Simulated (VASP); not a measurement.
# GaAs (F-43m) in VASP: settings compared

The runs below take GaAs through relaxation of cell and atoms, relaxation of the atoms, with PBE, PBEsol, LDA, r2SCAN.

Program: VASP 6.6.1. These are calculated values, not measurements. Logs are shortened: lines on timing, memory, paths and dates and some standing lists are left out, and cuts for length are marked.

## 1. The cell of the first run

The structure is cubic, space group F-43m (No. 216). Conventional cell: a = 5.654 Å, b = 5.654 Å, c = 5.654 Å, α = 90.00°, β = 90.00°, γ = 90.00°. Within 3.2 Å of Ga (site symmetry -43m) lie 4 As at 2.45 Å. Within 3.2 Å of As (site symmetry -43m) lie 4 Ga at 2.45 Å.

## 2. Relaxation of cell and atoms, PBE

The input, INCAR:

```
SYSTEM = GaAs
PREC     = Accurate       ! precision mode
ENCUT    = 600            ! plane-wave cutoff, eV
EDIFF    = 1E-6           ! SCF threshold, eV
ISMEAR   = -1             ! smearing method
SIGMA    = 0.02           ! smearing width, eV
LREAL    = .FALSE.        ! projectors in reciprocal space
LASPH    = .TRUE.         ! aspherical terms in the spheres
NELM     = 100            ! most SCF steps
ALGO     = Normal         ! electronic algorithm
ISIF     = 3              ! what is computed and relaxed
LWAVE    = .FALSE.        ! write WAVECAR
LCHARG   = .FALSE.        ! write CHGCAR
GGA      = PE             ! functional
IBRION   = 2              ! ionic algorithm
NSW      = 80             ! ionic steps
EDIFFG   = -0.01          ! ionic threshold
```

The input, KPOINTS:

```
regular mesh
0
G
  8 8 8
  0 0 0
```

The input, POSCAR:

```
GaAs
1.0
    0.0000000000      2.8268500000      2.8268500000
    2.8268500000      0.0000000000      2.8268500000
    2.8268500000      2.8268500000      0.0000000000
Ga As
1 1
Direct
    0.0000000000      0.0000000000      0.0000000000
    0.2500000000      0.2500000000      0.2500000000
```

Potentials or basis: VASP PAW PBE potentials, release 64 (Ga_d, As).

Started as:

```sh
$ cat potpaw_PBE.64/Ga_d/POTCAR potpaw_PBE.64/As/POTCAR > POTCAR
$ mpirun -np 1 vasp_std > vasp.out
```

OUTCAR:

```text
SYSTEM = GaAs
   PREC = Accurate
   ENCUT = 600
   EDIFF = 1E-6
   ISMEAR = -1
   LREAL = .FALSE.
   LASPH = .TRUE.
   NELM = 100
   ISIF = 3
   GGA = PE
   IBRION = 2
   NSW = 80
   EDIFFG = -0.01

 ion  position               nearest neighbor table
   1  0.000  0.000  0.000-   2 2.45   2 2.45   2 2.45   2 2.45
   2  0.250  0.250  0.250-   1 2.45   1 2.45   1 2.45   1 2.45

  LATTYP: Found a face centered cubic cell.
 ALAT       =     5.6537000000

  Lattice vectors:

 A1 = (   0.0000000000,   2.8268500000,   2.8268500000)
 A2 = (   2.8268500000,   0.0000000000,   2.8268500000)
 A3 = (   2.8268500000,   2.8268500000,   0.0000000000)

Analysis of symmetry for initial positions (statically):
=====================================================================
 Subroutine PRICEL returns:
 Original cell was already a primitive cell.

 Routine SETGRP: Setting up the symmetry group for a
 face centered cubic supercell.

 Subroutine GETGRP returns: Found 24 space group operations
 (whereof 24 operations were pure point group operations)
 out of a pool of 48 trial point group operations.

The static configuration has the point symmetry T_d .

Analysis of symmetry for dynamics (positions and initial velocities):
=====================================================================
 Subroutine PRICEL returns:
 Original cell was already a primitive cell.

 Routine SETGRP: Setting up the symmetry group for a
 face centered cubic supercell.

 Subroutine GETGRP returns: Found 24 space group operations
 (whereof 24 operations were pure point group operations)
 out of a pool of 48 trial point group operations.

The dynamic configuration has the point symmetry T_d .

 Subroutine INISYM returns: Found 24 space group operations
 (whereof 24 operations are pure point group operations),
 and found     1 'primitive' translations

----------------------------------------------------------------------------------------

                                     Primitive cell

  volume of cell :      45.1792

  direct lattice vectors                    reciprocal lattice vectors
     0.000000000  2.826850000  2.826850000    -0.176875321  0.176875321  0.176875321
     2.826850000  0.000000000  2.826850000     0.176875321 -0.176875321  0.176875321
     2.826850000  2.826850000  0.000000000     0.176875321  0.176875321 -0.176875321

  length of vectors
     3.997769609  3.997769609  3.997769609     0.306357042  0.306357042  0.306357042

  position of ions in fractional coordinates (direct lattice)
     0.000000000  0.000000000  0.000000000
     0.250000000  0.250000000  0.250000000

  ion indices of the primitive-cell ions
   primitive index   ion index
                 1           1
                 2           2

----------------------------------------------------------------------------------------

 KPOINTS: regular mesh

Automatic generation of k-mesh.
 Grid dimensions read from file:
 generate k-points for:    8    8    8

 Generating k-lattice:

  Cartesian coordinates                     Fractional coordinates (reciprocal lattice)
    -0.022109415  0.022109415  0.022109415     0.125000000  0.000000000  0.000000000
     0.022109415 -0.022109415  0.022109415     0.000000000  0.125000000  0.000000000
     0.022109415  0.022109415 -0.022109415     0.000000000  0.000000000  0.125000000

  Length of vectors
     0.038294630  0.038294630  0.038294630

  Shift w.r.t. Gamma in fractional coordinates (k-lattice)
     0.000000000  0.000000000  0.000000000

 Subroutine IBZKPT returns following result:
 ===========================================

 Found     29 irreducible k-points:

 Following reciprocal coordinates:
            Coordinates               Weight
  0.000000  0.000000  0.000000      1.000000
  0.125000  0.000000  0.000000      8.000000
  0.250000  0.000000  0.000000      8.000000
  0.375000  0.000000  0.000000      8.000000
  0.500000  0.000000  0.000000      4.000000
  0.125000  0.125000  0.000000      6.000000
[... 16 lines left out ...]
  0.500000  0.250000  0.125000     48.000000
 -0.375000  0.250000  0.125000     24.000000
 [... further k-points ...]
   k-points           NKPTS =     29   k-points in BZ     NKDIM =     29   number of bands    NBANDS=     13
   number of dos      NEDOS =    301   number of ions     NIONS =      2
   total plane-waves  NPLWV =  32768
   dimension x,y,z NGX =    32 NGY =   32 NGZ =   32
   dimension x,y,z NGXF=    64 NGYF=   64 NGZF=   64
   ions per type =               1   1
   NGX,Y,Z   is equivalent  to a cutoff of  13.31, 13.31, 13.31 a.u.
   NGXF,Y,Z  is equivalent  to a cutoff of  26.61, 26.61, 26.61 a.u.
 SYSTEM =  GaAs
   PREC   = accura    normal or accurate (medium, high low for compatibility)
   ISTART =      0    job   : 0-new  1-cont  2-samecut
   ICHARG =      2    charge: 1-file 2-atom 10-const
   ISPIN  =      1    spin polarized calculation?
   LNONCOLLINEAR =      F non collinear calculations
   LSORBIT =      F    spin-orbit coupling
   LASPH  =      T    aspherical Exc in radial PAW
   ENCUT  =  600.0 eV  44.10 Ry    6.64 a.u.   7.98  7.98  7.98*2*pi/ulx,y,z
   NELM   =    100;   NELMIN=  2; NELMDL= -5     # of ELM steps
   EDIFF  = 0.1E-05   stopping-criterion for ELM
   LREAL  =      F    real-space projection
   EDIFFG = -.1E-01   stopping-criterion for IOM
   NSW    =     80    number of steps for IOM
   IBRION =      2    ionic relax: 0-MD 1-quasi-New 2-CG
   NFREE  =      1    steps in history (QN), initial steepest desc. (CG)
   ISIF   =      3    stress and relaxation
   ISYM   =      2    0-nonsym 1-usesym 2-fastsym
   POTIM  = 0.5000    time-step for ionic-motion
   TEBEG  =    0.0;   TEEND  =   0.0 temperature during run
   PSTRESS=    0.0 pullay stress
   NELECT =      18.0000    total number of electrons
   NUPDOWN=      -1.0000    fix difference up-down
   EMIN   =  10.00;   EMAX   =-10.00  energy-range for DOS
   EFERMI =   0.00;   METHOD = LEGACY
   ISMEAR =    -1;   SIGMA  =   0.02  broadening in eV -4-tet -1-fermi 0-gaus
   EFERMI_NEDOS =   21; number of points for ismear=-14 and -15
   IALGO  =     38    algorithm
   IMIX   =      4    mixing-type and parameters
     AMIX     =   0.40;   BMIX     =  1.00
     AMIX_MAG =   1.60;   BMIX_MAG =  1.00
  volume/ion in A,a.u.               =      22.59       152.44
  Fermi-wavevector in a.u.,A,eV,Ry     =   1.204628  2.276417 19.743799  1.451128
  Thomas-Fermi vector in A             =   2.340347
   LORBIT       =      0    0 simple, 1 ext, 2 COOP (PROOUT), +10 PAW based schemes
   GGA     = PE    functional components
   LHFCALC =     F    Hartree Fock is set to
   AEXX    =    0.0000 exact exchange contribution
   IVDW    =     0    specifies the selected vdW correction
   LEPSILON=     F    determine dielectric tensor
   LRPA    =     F    only Hartree local field effects (RPA)
 conjugate gradient relaxation of ions
 non-spin polarized calculation
  energy-cutoff  :      600.00
  volume of cell :       45.18
 maximum number of plane-waves:      1540
   NGX = 15   NGY = 15   NGZ = 15

--------------------------------------- Ionic step        1  -------------------------------------------

 number of electron      18.0000011 magnetization

 Free energy of the ion-electron system (eV)
  ---------------------------------------------------
  ext. energy  EPLUGINS =         0.00000000
  ---------------------------------------------------
  free energy    TOTEN  =        -8.24695635 eV

  energy without entropy =       -8.24695634  energy(sigma->0) =       -8.24695634

------------------------ aborting loop because EDIFF is reached ----------------------------------------

  FORCE on cell =-STRESS in cart. coord.  units (eV):
  Direction    XX          YY          ZZ          XY          YZ          ZX
  --------------------------------------------------------------------------------------
  -------------------------------------------------------------------------------------
  Total        0.9671623      0.9671623      0.9671623     -0.0000000      0.0000000     -0.0000000
  in kB       34.2982239     34.2982239     34.2982239     -0.0000000      0.0000000     -0.0000000
  external PRESSURE =      34.2982239 kB  Pullay stress =       0.0000000 kB

 VOLUME and BASIS-vectors are now :
 -----------------------------------------------------------------------------
  energy-cutoff  :      600.00
  volume of cell :       45.18
      direct lattice vectors                 reciprocal lattice vectors
     0.000000000  2.826850000  2.826850000    -0.176875321  0.176875321  0.176875321
     2.826850000  0.000000000  2.826850000     0.176875321 -0.176875321  0.176875321
     2.826850000  2.826850000  0.000000000     0.176875321  0.176875321 -0.176875321
[... 145 lines left out ...]
 POSITION                                       TOTAL-FORCE (eV/Angst)
 -----------------------------------------------------------------------------------
      2.87373      5.74747      2.87373        -0.000000      0.000000      0.000000
      1.43687      1.43687      1.43687         0.000000     -0.000000     -0.000000
 -----------------------------------------------------------------------------------
    total drift:                                0.000002      0.000002      0.000002

  FREE ENERGIE OF THE ION-ELECTRON SYSTEM (eV)
  ---------------------------------------------------
  free  energy   TOTEN  =        -8.2708126037 eV

  energy  without entropy=       -8.2707855517  energy(sigma->0) =       -8.27079908

--------------------------------------- Ionic step        6  -------------------------------------------

 number of electron      17.9999994 magnetization

 Free energy of the ion-electron system (eV)
  ---------------------------------------------------
  ext. energy  EPLUGINS =         0.00000000
  ---------------------------------------------------
  free energy    TOTEN  =        -8.27082094 eV

  energy without entropy =       -8.27078943  energy(sigma->0) =       -8.27080518

 E-fermi :   3.5568     XC(G=0):  -9.3620

 val. band max:        3.4721860592   @ k =   0.0000   0.0000   0.0000
 cond. band min:       3.6187664540   @ k =   0.0000   0.0000   0.0000
 fundamental gap:      0.1465803948
 Fermi energy:         3.5567590696

 k-point     1 :       0.0000    0.0000    0.0000
  band No.  band energies     occupation
      1     -11.2546      2.00000
      2     -11.2546      2.00000
      3     -11.2546      2.00000
      4     -11.1871      2.00000
      5     -11.1871      2.00000
      6      -8.9029      2.00000
      7       3.4722      1.97128
      8       3.4722      1.97127
      9       3.4722      1.97127
     10       3.6188      0.08618
     11       7.1857      0.00000
     12       7.1857      0.00000
     13       7.1857      0.00000

 k-point     2 :       0.1250    0.0000    0.0000
  band No.  band energies     occupation
      1     -11.2651      2.00000
      2     -11.2516      2.00000
      3     -11.2516      2.00000
      4     -11.1872      2.00000
      5     -11.1872      2.00000
      6      -8.7337      2.00000
      7       1.4763      2.00000
      8       3.2542      2.00000
      9       3.2542      2.00000
     10       4.8268      0.00000
     11       7.5115      0.00000
[... 339 lines left out ...]
 k-point    24 :      -0.3750    0.2500    0.1250
  band No.  band energies     occupation
      1     -11.3265      2.00000
      2     -11.2337      2.00000
      3     -11.2274      2.00000
      4     -11.1905      2.00000
      5     -11.1840      2.00000
      6      -6.9758      2.00000
      7      -2.7883      2.00000
      8       0.4321      2.00000
      9       1.6668      2.00000
     10       6.3392      0.00000
     11       7.6446      0.00000
     12       9.6423      0.00000
     13      10.9324      0.00000

 [... further k-points ...]

------------------------ aborting loop because EDIFF is reached ----------------------------------------

  FORCE on cell =-STRESS in cart. coord.  units (eV):
  Direction    XX          YY          ZZ          XY          YZ          ZX
  --------------------------------------------------------------------------------------
  -------------------------------------------------------------------------------------
  Total       -0.0102108     -0.0102108     -0.0102108     -0.0000000      0.0000000     -0.0000000
  in kB       -0.3442914     -0.3442914     -0.3442914     -0.0000000      0.0000000     -0.0000000
  external PRESSURE =      -0.3442914 kB  Pullay stress =       0.0000000 kB

 VOLUME and BASIS-vectors are now :
 -----------------------------------------------------------------------------
  energy-cutoff  :      600.00
  volume of cell :       47.52
      direct lattice vectors                 reciprocal lattice vectors
     0.000000000  2.874780299  2.874780299    -0.173926335  0.173926335  0.173926335
     2.874780299 -0.000000000  2.874780299     0.173926335 -0.173926335  0.173926335
     2.874780299  2.874780299  0.000000000     0.173926335  0.173926335 -0.173926335

 POSITION                                       TOTAL-FORCE (eV/Angst)
 -----------------------------------------------------------------------------------
      0.00000     -0.00000      0.00000         0.000000      0.000000     -0.000000
      1.43739      1.43739      1.43739        -0.000000     -0.000000      0.000000
 -----------------------------------------------------------------------------------
    total drift:                                0.000002      0.000002      0.000002

  FREE ENERGIE OF THE ION-ELECTRON SYSTEM (eV)
  ---------------------------------------------------
  free  energy   TOTEN  =        -8.2708209363 eV

  energy  without entropy=       -8.2707894264  energy(sigma->0) =       -8.27080518

 reached required accuracy - stopping structural energy minimisation
```

Run time: 73 s. Hardware: 1 thread of Intel Xeon 6975P-C (Granite Rapids), shared host; peak memory 0.19 GiB.

Results:

```
Free energy                           : -8.2708 eV
Relaxed volume                        : 23.76 Å³/atom
Relaxed cell                          : a = 4.066 Å, b = 4.066 Å, c = 4.066 Å, α = 60.00°, β = 60.00°, γ = 60.00°
Space group after relaxing (to 0.1 Å) : F-43m (No. 216)
Energy gained by relaxing             : 11.9 meV/atom
Ionic steps                           : 6
Pressure after relaxing               : 0.0 GPa
Band gap on the k mesh                : 0.15 eV
```

The path:
| step | energy change (eV) | largest force (eV/Å) | pressure (GPa) | volume (Å³) |
| --- | --- | --- | --- | --- |
| 1 | 0.0000 | 0.0000 | 3.43 | 45.18 |
| 2 | -0.0208 | 0.0000 | -0.99 | 48.42 |
| 3 | -0.0239 | 0.0000 | 0.07 | 47.53 |
| 4 | -0.0238 | 0.0000 | -0.13 | 47.59 |
| 5 | -0.0239 | 0.0000 | 0.07 | 47.46 |
| 6 | -0.0239 | 0.0000 | -0.03 | 47.52 |

Final structure:
```
Ga As
1.0
     0.00000    2.87478    2.87478
     2.87478    0.00000    2.87478
     2.87478    2.87478    0.00000
Ga As
1 1
Direct
  0.00000 0.00000 0.00000
  0.25000 0.25000 0.25000
```

## 3. Relaxation of cell and atoms, PBEsol

The input, INCAR:

```
PREC = Accurate
ENCUT = 600
EDIFF = 1E-6
ISMEAR = -1
SIGMA = 0.02
LREAL = False
LASPH = True
NELM = 80
ALGO = Normal
ISIF = 3
LWAVE = False
LCHARG = False
GGA = PS
IBRION = 2
NSW = 80
EDIFFG = -0.01
```

The input, KPOINTS:

```
regular mesh
0
Gamma
  8 8 8
```

POSCAR is that of step 2.

Potentials or basis: VASP PAW PBE potentials, release 64 (Ga_d, As).

Started as:

```sh
$ cat potpaw_PBE.64/Ga_d/POTCAR potpaw_PBE.64/As/POTCAR > POTCAR
$ mpirun -np 1 vasp_std > vasp.out
```

Run time: 32 s. Hardware: 1 thread of Intel Xeon 6975P-C (Granite Rapids), shared host; peak memory 0.19 GiB.

The run converged. Its results:

- Free energy: -9.0874 eV
- Relaxed volume: 22.69 Å³/atom
- Relaxed cell: a = 4.004 Å, b = 4.004 Å, c = 4.004 Å, α = 60.00°, β = 60.00°, γ = 60.00°
- Space group after relaxing (to 0.1 Å): F-43m (No. 216)
- Energy gained by relaxing: 0.1 meV/atom
- Ionic steps: 3
- Pressure after relaxing: 0.0 GPa
- Band gap on the k mesh: 0.42 eV

The path:
| step | energy change (eV) | largest force (eV/Å) | pressure (GPa) | volume (Å³) |
| --- | --- | --- | --- | --- |
| 1 | 0.0000 | 0.0000 | 0.31 | 45.18 |
| 2 | -0.0002 | 0.0000 | -0.17 | 45.47 |
| 3 | -0.0002 | 0.0000 | 0.01 | 45.39 |

Final structure:
```yaml
crystal:
  lattice:
    - [0.00000, 2.83116, 2.83116]
    - [2.83116, 0.00000, 2.83116]
    - [2.83116, 2.83116, 0.00000]
  atoms:
    - { symbol: Ga, position: [0.00000, 0.00000, 0.00000] }
    - { symbol: As, position: [0.25000, 0.25000, 0.25000] }
```

Levels at points of the mesh, in eV from the valence-band top:
```tsv
k point	band 7	band 8	band 9	band 10	band 11	band 12
(0.00, 0.00, 0.00)	0.00	0.00	0.00	0.42	3.69	3.69
(0.50, 0.00, 0.00)	-6.66	-1.14	-1.14	0.92	4.58	4.58
(0.50, 0.50, 0.00)	-6.83	-2.68	-2.68	1.36	1.57	10.09
```

Caveat: the PAW data sets were made with another functional, which shifts forces and pressure a little.

## 4. Relaxation of cell and atoms, LDA

The input, INCAR:

```
PREC     = Accurate       # precision mode
ENCUT    = 600            # plane-wave cutoff, eV
EDIFF    = 1E-6           # SCF threshold, eV
ISMEAR   = -1             # smearing method
SIGMA    = 0.02           # smearing width, eV
LREAL    = F              # projectors in reciprocal space
LASPH    = T              # aspherical terms in the spheres
NELM     = 60             # most SCF steps
ALGO     = Normal         # electronic algorithm
ISIF     = 3              # what is computed and relaxed
LWAVE    = F              # write WAVECAR
LCHARG   = F              # write CHGCAR
GGA      = CA             # functional
IBRION   = 2              # ionic algorithm
NSW      = 80             # ionic steps
EDIFFG   = -0.01          # ionic threshold
```

KPOINTS is that of step 3.

POSCAR is that of step 3.

Potentials or basis: VASP PAW LDA potentials, release 64 (Ga_d, As).

Started as:

```sh
$ cat potpaw_LDA.64/Ga_d/POTCAR potpaw_LDA.64/As/POTCAR > POTCAR
$ mpirun -np 1 vasp_std > vasp.out
```

Wall time 34 s (1 thread of Intel Xeon 6975P-C (Granite Rapids), shared host); peak memory 0.17 GiB.

The run converged. Its results:

```
Free energy                           : -9.6371 eV
Relaxed volume                        : 22.07 Å³/atom
Relaxed cell                          : a = 3.967 Å, b = 3.967 Å, c = 3.967 Å, α = 60.00°, β = 60.00°, γ = 60.00°
Space group after relaxing (to 0.1 Å) : F-43m (No. 216)
Energy gained by relaxing             : 2.7 meV/atom
Ionic steps                           : 3
Pressure after relaxing               : 0.0 GPa
Band gap on the k mesh                : 0.51 eV
```

The path:
| step | energy change (eV) | largest force (eV/Å) | pressure (GPa) | volume (Å³) |
| --- | --- | --- | --- | --- |
| 1 | 0.0000 | 0.0000 | -1.65 | 45.18 |
| 2 | -0.0042 | 0.0000 | 0.78 | 43.67 |
| 3 | -0.0054 | 0.0000 | 0.01 | 44.14 |

Final structure:
```
Ga As
1.0
     0.00000    2.80509    2.80509
     2.80509    0.00000    2.80509
     2.80509    2.80509    0.00000
Ga As
1 1
Cartesian
  0.0000 0.0000 0.0000
  1.4025 1.4025 1.4025
```

Levels at points of the mesh, in eV from the valence-band top:
| k point | band 5 | band 6 | band 7 | band 8 | band 9 | band 10 | band 11 | band 12 | band 13 |
| --- | --- | --- | --- | --- | --- | --- | --- | --- | --- |
| (0.00, 0.00, 0.00) | -14.89 | -12.93 | 0.00 | 0.00 | 0.00 | 0.51 | 3.68 | 3.68 | 3.68 |
| (0.50, 0.00, 0.00) | -14.89 | -11.10 | -6.82 | -1.18 | -1.18 | 0.93 | 4.59 | 4.59 | 7.59 |
| (0.50, 0.50, 0.00) | -14.88 | -10.32 | -6.98 | -2.77 | -2.77 | 1.30 | 1.54 | 10.23 | 10.23 |

(Continued in part 2 of 2.)
